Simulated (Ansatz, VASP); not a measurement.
## In3GaAs4 in VASP and in Ansatz

The input POSCAR:

```
In3GaAs4
1.0
    4.2370617435      0.0000000000      0.0000000000
    0.0000000000      4.2370617435      0.0000000000
    0.0000000000      0.0000000000     12.0291059520
Ga As In
1 4 3
Direct
    0.0000000000      0.0000000000      0.0000000000
    0.0000000000      0.5000000000      0.1110217121
    0.5000000000      0.0000000000      0.3705680706
    0.0000000000      0.5000000000      0.6294319294
    0.5000000000      0.0000000000      0.8889782879
    0.5000000000      0.5000000000      0.2412264174
    0.0000000000      0.0000000000      0.5000000000
    0.5000000000      0.5000000000      0.7587735826
```

Contents of INCAR.step1:

```
PREC = Accurate
ENCUT = 520
ISMEAR = -1
SIGMA = 0.02
LREAL = False
LASPH = True
NELM = 60
NBANDS = 46
GGA = PE
ALGO = Normal
EDIFF = 1E-4
LWAVE = True
LCHARG = False
```

File INCAR.step2:

```
PREC = Accurate
ENCUT = 520
EDIFF = 1E-6
ISMEAR = -1
SIGMA = 0.02
LREAL = False
LASPH = True
NELM = 60
ALGO = Normal
ISIF = 2
LWAVE = False
LCHARG = True
METAGGA = R2SCAN
LMIXTAU = True
LELF = True
LVHAR = True
NBANDS = 46
ISTART = 1
```

File KPOINTS:

```
regular mesh
0
Gamma
  6 6 2
```

Input for Ansatz:

```yaml
crystal:
  lattice:
    - [4.2370617435, 0.0, 0.0]
    - [0.0, 4.2370617435, 0.0]
    - [0.0, 0.0, 12.029105952]
  atoms:
    - { symbol: Ga, position: [0.0, 0.0, 0.0] }
    - { symbol: As, position: [0.0, 0.5, 0.1110217121] }
    - { symbol: In, position: [0.5, 0.5, 0.2412264174] }
    - { symbol: As, position: [0.5, 0.0, 0.3705680706] }
    - { symbol: In, position: [0.0, 0.0, 0.5] }
    - { symbol: As, position: [0.0, 0.5, 0.6294319294] }
    - { symbol: In, position: [0.5, 0.5, 0.7587735826] }
    - { symbol: As, position: [0.5, 0.0, 0.8889782879] }
kpoints:
  mp_grid: { grid: [6, 6, 2] }
  band_path:
    path:
      - [0.0, 0.0, 0.0]
      - [0.0, 0.5, 0.0]
      - [0.5, 0.5, 0.0]
      - [0.0, 0.0, 0.5]
      - [0.0, 0.5, 0.5]
      - [0.5, 0.5, 0.5]
    npoints: 1
hamiltonian:
  xc: r2scan
scf:
  occupations: { method: fermi_dirac, width: 0.02 }
  n_extra_bands: 6
output:
  forces: true
  stress: true
  eigenvalues: true
```

Alike in both runs: task single point; functional r2SCAN; k mesh 6 × 6 × 2; occupations fermi-dirac, width 0.02 eV; no spin polarisation.

|  | VASP | Ansatz |
| --- | --- | --- |
| version | VASP 6.6.1 | Ansatz 0.2.0 |
| potentials or method | VASP PAW PBE potentials, release 64 (Ga_d, As, In_d) | plane waves, PAW |
| plane-wave cutoff (eV) | 520 | 500 |
| valence electrons in the cell | 72 | 112 |

```tsv
	VASP	Ansatz	Ansatz less VASP
pressure (GPa)	0.0	0.0	0.00
```

VASP's potentials were made for PBE, not for r2SCAN. VASP's potentials hold 72 valence electrons a cell and Ansatz's 112, so a difference there can come from the potentials and not from the codes.
